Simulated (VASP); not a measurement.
# Li2Se (Fm-3m) in VASP: notebook

Runs on Li2Se. Level: PBEsol. Tasks: elastic constants.

Program: VASP 6.6.1. These are calculated values, not measurements. Logs are shortened: lines on timing, memory, paths and dates and some standing lists are left out, and cuts for length are marked.

### Step 1. The cell of the first run

It takes space group Fm-3m (No. 225, cubic). The conventional cell has a = 5.723 Å, b = 5.723 Å, c = 5.723 Å, α = 90.00°, β = 90.00°, γ = 90.00°. Li (site symmetry -43m) has 4 Se at 2.48 Å and 6 Li at 2.86 Å within 3.3 Å. Within 3.3 Å of Se (site symmetry m-3m) lie 8 Li at 2.48 Å.

### Step 2. Elastic constants, PBEsol

INCAR reads:

```
PREC = Accurate
ENCUT = 750
EDIFF = 1E-8
ISMEAR = 0
SIGMA = 0.01
LREAL = F
LASPH = T
NELM = 120
ALGO = Normal
ISIF = 3
LWAVE = F
LCHARG = F
GGA = PS
NBANDS = 13
IBRION = 6
NFREE = 2
POTIM = 0.015
NSW = 1
GGA_COMPAT = F
```

KPOINTS reads:

```
Automatic mesh
0
Gamma
  6 6 6
```

POSCAR reads:

```
Li2Se
1.0
    0.0000000000      2.8616900136      2.8616900136
    2.8616900136      0.0000000000      2.8616900136
    2.8616900136      2.8616900136      0.0000000000
Li Se
2 1
Direct
    0.2500000000      0.2500000000      0.2500000000
    0.7500000000      0.7500000000      0.7500000000
    0.0000000000      0.0000000000      0.0000000000
```

Potentials or basis: VASP PAW PBE potentials, release 64 (Li_sv, Se).

Launch:

```
> cat potpaw_PBE.64/Li_sv/POTCAR potpaw_PBE.64/Se/POTCAR > POTCAR
> mpirun -np 1 vasp_std > vasp.out
```

OUTCAR:

```text
PREC = Accurate
   ENCUT = 750
   EDIFF = 1E-8
   ISMEAR = 0
   LREAL = F
   LASPH = T
   NELM = 120
   ISIF = 3
   GGA = PS
   IBRION = 6
   NFREE = 2
   POTIM = 0.015
   NSW = 1

 ion  position               nearest neighbor table
   1  0.250  0.250  0.250-   3 2.48   3 2.48   3 2.48   3 2.48
   2  0.750  0.750  0.750-   3 2.48   3 2.48   3 2.48   3 2.48
   3  0.000  0.000  0.000-   2 2.48   2 2.48   2 2.48   1 2.48   1 2.48   1 2.48   2 2.48   1 2.48

  LATTYP: Found a face centered cubic cell.
 ALAT       =     5.7233800272

  Lattice vectors:

 A1 = (   0.0000000000,   2.8616900136,   2.8616900136)
 A2 = (   2.8616900136,   0.0000000000,   2.8616900136)
 A3 = (   2.8616900136,   2.8616900136,   0.0000000000)

Analysis of symmetry for initial positions (statically):
=====================================================================
 Subroutine PRICEL returns:
 Original cell was already a primitive cell.

 Routine SETGRP: Setting up the symmetry group for a
 face centered cubic supercell.

 Subroutine GETGRP returns: Found 48 space group operations
 (whereof 48 operations were pure point group operations)
 out of a pool of 48 trial point group operations.

The static configuration has the point symmetry O_h .

Analysis of symmetry for dynamics (positions and initial velocities):
=====================================================================
 Subroutine PRICEL returns:
 Original cell was already a primitive cell.

 Routine SETGRP: Setting up the symmetry group for a
 face centered cubic supercell.

 Subroutine GETGRP returns: Found 48 space group operations
 (whereof 48 operations were pure point group operations)
 out of a pool of 48 trial point group operations.

The dynamic configuration has the point symmetry O_h .

[... 719 lines left out ...]
      6       0.5785      2.00000
      7       6.4011      0.00000
      8       9.7443      0.00000
      9      10.5662      0.00000
     10      10.8891      0.00000
     11      11.1617      0.00000
     12      11.7626      0.00000
     13      16.1522      0.00000

 [... further k-points ...]

------------------------ aborting loop because EDIFF is reached ----------------------------------------

  FORCE on cell =-STRESS in cart. coord.  units (eV):
  Direction    XX          YY          ZZ          XY          YZ          ZX
  --------------------------------------------------------------------------------------
  -------------------------------------------------------------------------------------
  Total        1.4815264      1.4835049      1.4835049     -0.0000000      0.0000000      0.0000000
  in kB       50.6433248     50.7109577     50.7109577     -0.0000000      0.0000000      0.0000000
  external PRESSURE =      50.6884134 kB  Pullay stress =       0.0000000 kB
[... 18 lines left out ...]
  FREE ENERGIE OF THE ION-ELECTRON SYSTEM (eV)
  ---------------------------------------------------
  free  energy   TOTEN  =       -11.4740006958 eV

  energy  without entropy=      -11.4740006958  energy(sigma->0) =      -11.47400070

 INTERNAL STRAIN TENSORS FROM STRAINED CELLS
 ============================================

 INTERNAL STRAIN TENSOR FOR ION    1 for displacements in x,y,z  (eV/Angst):
          X           Y           Z          XY          YZ          ZX
  --------------------------------------------------------------------------------
  x    -0.00000     0.00000    -0.00000    -0.00000    -2.74811     0.00000
  y    -0.00000     0.00000    -0.00000    -0.00000     0.00000    -2.74784
  z     0.00000     0.00000    -0.00000    -2.74804     0.00000     0.00000

 INTERNAL STRAIN TENSORS FROM DISPLACED ATOMS
 ============================================

 INTERNAL STRAIN TENSOR FOR ION    1 for displacements in x,y,z  (eV/Angst):
          X           Y           Z          XY          YZ          ZX
  --------------------------------------------------------------------------------
  x     0.00000     0.00000     0.00000     0.00000    -2.74491     0.00000
  y     0.00000     0.00000     0.00000     0.00000     0.00000    -2.74491
  z     0.00000     0.00000     0.00000    -2.74491     0.00000     0.00000

 INTERNAL STRAIN TENSOR FOR ION    3 for displacements in x,y,z  (eV/Angst):
          X           Y           Z          XY          YZ          ZX
  --------------------------------------------------------------------------------
  x     0.00000     0.00000     0.00000     0.00000     0.00000     0.00000
  y     0.00000     0.00000     0.00000     0.00000     0.00000     0.00000
  z     0.00000     0.00000     0.00000     0.00000     0.00000     0.00000

 Eigenvectors and eigenvalues of the dynamical matrix
 ----------------------------------------------------

   1 f  =   12.150122 THz    76.341468 2PiTHz  405.284447 cm-1    50.248845 meV
             X         Y         Z           dx          dy          dz
      1.430845  1.430845  1.430845     0.524359    0.110806   -0.461270
      4.292535  4.292535  4.292535    -0.524359   -0.110806    0.461270
      0.000000  0.000000  0.000000     0.000000    0.000000    0.000000
[... 43 lines left out ...]
   9 f/i=    0.001551 THz     0.009743 2PiTHz    0.051724 cm-1     0.006413 meV
             X         Y         Z           dx          dy          dz
      1.430845  1.430845  1.430845    -0.271655    0.039281    0.000186
      4.292535  4.292535  4.292535    -0.271655    0.039281    0.000186
      0.000000  0.000000  0.000000    -0.912100    0.131888    0.000624

--------------------------------------------------------------------------------------------------------

 ELASTIC MODULI CONTR FROM IONIC RELAXATION (kBar)
 Direction    XX          YY          ZZ          XY          YZ          ZX
 --------------------------------------------------------------------------------
 XX          -0.0000     -0.0000     -0.0000      0.0000     -0.0000      0.0000
 YY          -0.0000     -0.0000     -0.0000      0.0000      0.0000     -0.0000
 ZZ          -0.0000     -0.0000     -0.0000      0.0000      0.0000      0.0000
 XY           0.0000      0.0000      0.0000   -121.6524      0.0000     -0.0000
 YZ          -0.0000      0.0000      0.0000      0.0000   -121.6524      0.0000
 ZX           0.0000     -0.0000      0.0000     -0.0000      0.0000   -121.6524
 --------------------------------------------------------------------------------

 TOTAL ELASTIC MODULI (kBar)
 Direction    XX          YY          ZZ          XY          YZ          ZX
 --------------------------------------------------------------------------------
 XX         853.6011    317.3211    317.3211      0.0000     -0.0000      0.0000
 YY         317.3211    853.6011    317.3211     -0.0000     -0.0000      0.0000
 ZZ         317.3211    317.3211    853.6011      0.0000     -0.0000     -0.0000
 XY           0.0000     -0.0000      0.0000    354.0891      0.0000     -0.0000
 YZ          -0.0000     -0.0000     -0.0000      0.0000    354.0891      0.0000
 ZX           0.0000      0.0000     -0.0000     -0.0000      0.0000    354.0891
 --------------------------------------------------------------------------------
```

OSZICAR:

```text
N       E                     dE             d eps       ncg     rms          rms(c)
DAV:   1     0.567193449495E+02    0.56719E+02   -0.68376E+03   416   0.119E+03
DAV:   2    -0.401661819466E+01   -0.60736E+02   -0.57817E+02   494   0.232E+02
DAV:   3    -0.115491584566E+02   -0.75325E+01   -0.74814E+01   781   0.506E+01
[... 190 lines left out ...]
DAV:   3    -0.114740084722E+02    0.88749E-04   -0.59653E-04  1097   0.130E-01    0.314E-02
DAV:   4    -0.114740005258E+02    0.79463E-05   -0.55455E-05  1028   0.468E-02    0.105E-02
DAV:   5    -0.114740007363E+02   -0.21043E-06   -0.28861E-06  1026   0.140E-02    0.311E-03
DAV:   6    -0.114740006897E+02    0.46581E-07   -0.30690E-07  1134   0.339E-03    0.129E-03
DAV:   7    -0.114740006958E+02   -0.61578E-08   -0.43759E-08  1038   0.122E-03
  17 F= -.11474001E+02 E0= -.11474001E+02  d E =-.207479E-28
```

stdout:

```text
POSCAR found type information on POSCAR LiSe
 POSCAR found :  2 types and       3 ions
 scaLAPACK will be used
 -----------------------------------------------------------------------------
|                                                                             |
|                                                                             |
|     You enforced a specific xc type in the INCAR file but a different       |
|     I HOPE YOU KNOW WHAT YOU ARE DOING!                                     |
|                                                                             |
[... 33 lines left out ...]
 Finite differences progress:
 bond charge predicted
 Finite differences progress:
 bond charge predicted
 Finite differences progress:
 bond charge predicted
 Finite differences progress:
 bond charge predicted
 Finite differences progress:
 bond charge predicted
 Finite differences progress:
```

Run time: 12 min. Hardware: 1 thread of AMD EPYC 9755, shared host; peak memory 0.25 GiB.

What came out:

```
Elastic constants C11, C12, C44                         : 85, 32, 35 GPa
Voigt bulk modulus                                      : 50 GPa
Highest phonon frequency at Γ, LO-TO splitting left out : 405 cm⁻¹
```

Phonon frequencies in cm⁻¹ (negative: imaginary):
```csv
q point,frequencies
"(0.000, 0.000, 0.000)",0 0 0 348 348 348 405 405 405
```

Elastic tensor in Voigt notation (GPa, in the Cartesian axes of the cell as first typed):
```
85 32 32  0  0  0
32 85 32  0  0  0
32 32 85  0  0  0
 0  0  0 35  0  0
 0  0  0  0 35  0
 0  0  0  0  0 35
```

Clamped-ion elastic tensor (GPa):
```
85 32 32  0  0  0
32 85 32  0  0  0
32 32 85  0  0  0
 0  0  0 48  0  0
 0  0  0  0 48  0
 0  0  0  0  0 48
```

Caveat: the cell is under stress, which shifts elastic constants; the PAW data sets were made with another functional, which shifts forces and pressure a little.

### Step 3. Elastic constants, PBEsol

This run uses another cell than the first one, of 17.51 Å³/atom.

INCAR reads:

```
PREC = Accurate ; ENCUT = 750
EDIFF = 1E-8 ; ISMEAR = 0
SIGMA = 0.01 ; LREAL = False
LASPH = True ; NELM = 120
ALGO = Normal ; ISIF = 3
LWAVE = False ; LCHARG = False
GGA = PS ; NBANDS = 13
IBRION = 6 ; NFREE = 2
POTIM = 0.015 ; NSW = 1
GGA_COMPAT = False
```

KPOINTS is that of step 2.

POSCAR reads:

```
Li2Se
1.0
    0.0000000000      2.9723761877      2.9723761877
    2.9723761877      0.0000000000      2.9723761877
    2.9723761877      2.9723761877      0.0000000000
Li Se
2 1
Direct
    0.2500000000      0.2500000000      0.2500000000
    0.7500000000      0.7500000000      0.7500000000
    0.0000000000      0.0000000000      0.0000000000
```

Potentials or basis: VASP PAW PBE potentials, release 64 (Li_sv, Se).

Launch:

```
> cat potpaw_PBE.64/Li_sv/POTCAR potpaw_PBE.64/Se/POTCAR > POTCAR
> mpirun -np 1 vasp_std > vasp.out
```

Run time: 14 min. Hardware: 1 thread of AMD EPYC 9755, shared host; peak memory 0.31 GiB.

Results (log left out):

```
Elastic constants C11, C12, C44                         : 69, 19, 29 GPa
Voigt bulk modulus                                      : 36 GPa
Highest phonon frequency at Γ, LO-TO splitting left out : 351 cm⁻¹
```

Phonon frequencies in cm⁻¹ (negative: imaginary):
```tsv
q point	frequencies
(0.000, 0.000, 0.000)	0 0 0 287 287 287 351 351 351
```

Elastic tensor in Voigt notation (GPa, in the Cartesian axes of the cell as first typed):
```
69 19 19  0  0  0
19 69 19  0  0  0
19 19 69  0  0  0
 0  0  0 29  0  0
 0  0  0  0 29  0
 0  0  0  0  0 29
```

Clamped-ion elastic tensor (GPa):
```
69 19 19  0  0  0
19 69 19  0  0  0
19 19 69  0  0  0
 0  0  0 33  0  0
 0  0  0  0 33  0
 0  0  0  0  0 33
```

Caveat: the PAW data sets were made with another functional, which shifts forces and pressure a little.

### Step 4. Elastic constants, PBEsol

This run uses another cell than the first one, of 17.51 Å³/atom.

INCAR reads:

```
SYSTEM = Li2Se
PREC = Accurate ; ENCUT = 750
EDIFF = 1E-8 ; ISMEAR = 0
SIGMA = 0.01 ; LREAL = .FALSE.
LASPH = .TRUE. ; NELM = 120
ALGO = Normal ; ISIF = 3
LWAVE = .FALSE. ; LCHARG = .TRUE.
GGA = PS ; NBANDS = 13
IBRION = 6 ; NFREE = 2
POTIM = 0.015 ; NSW = 1
GGA_COMPAT = .FALSE.
```

KPOINTS reads:

```
Automatic mesh
0
G
  6 6 6
  0 0 0
```

POSCAR is that of step 3.

Launch:

```
> cat potpaw_PBE.64/Li_sv/POTCAR potpaw_PBE.64/Se/POTCAR > POTCAR
> mpirun -np 1 vasp_std > vasp.out
```

It took 14 min on 1 thread of AMD EPYC 9755, shared host; peak memory 0.32 GiB.

Results (log left out):

```yaml
Elastic_constants_C11_C12_C44: 69, 19, 29 GPa
Voigt_bulk_modulus: 36 GPa
Highest_phonon_frequency_at_Γ_LO-TO_splitting_left_out: 351 cm⁻¹
```

Phonon frequencies in cm⁻¹ (negative: imaginary):
| q point | frequencies |
| --- | --- |
| (0.000, 0.000, 0.000) | 0 0 0 287 287 287 351 351 351 |

Elastic tensor in Voigt notation (GPa, in the Cartesian axes of the cell as first typed):
```
69 19 19  0  0  0
19 69 19  0  0  0
19 19 69  0  0  0
 0  0  0 29  0  0
 0  0  0  0 29  0
 0  0  0  0  0 29
```

Clamped-ion elastic tensor (GPa):
```
69 19 19  0  0  0
19 69 19  0  0  0
19 19 69  0  0  0
 0  0  0 33  0  0
 0  0  0  0 33  0
 0  0  0  0  0 33
```

Caveat: the PAW data sets were made with another functional, which shifts forces and pressure a little.
